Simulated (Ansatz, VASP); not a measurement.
**Nb in VASP and in Ansatz**

```
CELL_PARAMETERS angstrom
2.86838 0.00000 0.00000
-1.43419 2.48409 0.00000
0.00000 0.00000 5.23944
ATOMIC_POSITIONS crystal
Nb 0.33333 0.66667 0.25000
Nb 0.66667 0.33333 0.75000
```

Alike in both runs: functional PBE; k mesh 16 × 16 × 9; occupations fermi-dirac, width 0.05 eV; no spin polarisation.

Ansatz relaxed the structure, and its values are those at the end. VASP's run is a single point on that final structure, the one shown.

|  | VASP | Ansatz |
| --- | --- | --- |
| version | VASP 6.6.1 | Ansatz 0.2.0 |
| potentials or method | VASP PAW PBE potentials, release 64 (Nb_sv), cutoff 520 eV | all-electron LAPW, scalar-relativistic |

VASP gave:

- pressure (GPa): -0.3

Estimate Ansatz's values.

pressure (GPa): 0.0.

Ansatz ran all-electron here, and VASP with PAW potentials.
